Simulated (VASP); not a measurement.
**Co: single point with PBE**

The system is Co.

```
CELL_PARAMETERS angstrom
-1.40115 1.40115 1.40115
1.40115 -1.40115 1.40115
1.40115 1.40115 -1.40115
ATOMIC_POSITIONS crystal
Co 0.00000 0.00000 0.00000
```

This cell differs from its parent crystal: volume scaled by 1.04.

```
Program             : VASP 6.6.1
Task                : single point
Functional          : PBE
Potentials or basis : VASP PAW PBE potentials, release 64 (Co)
Cutoff              : 520 eV
k mesh              : 26 × 26 × 26
Occupations         : fermi-dirac, width 0.1 eV
Spin                : no spin polarisation
```

```yaml
Pressure: -8.9 GPa
```

Levels at points of the mesh, in eV from the Fermi level:
| k point | band 3 | band 4 | band 5 | band 6 | band 7 | band 8 |
| --- | --- | --- | --- | --- | --- | --- |
| (0.00, 0.00, 0.00) | -1.72 | -1.72 | -0.26 | -0.26 | 25.66 | 25.66 |
| (0.50, 0.00, 0.00) | -0.30 | -0.08 | 0.44 | 0.84 | 7.38 | 18.81 |
| (0.50, 0.50, 0.50) | 0.58 | 0.58 | 0.58 | 10.02 | 10.02 | 10.02 |

It took 29 s on 1 thread of Intel Xeon 6975P-C, on a shared host, peak memory 0.17 GiB.

Caveat: the run has no spin polarisation, though such a crystal can be magnetic. Spin polarisation is off, so any magnetic state and its effect on volume and gap are missing.
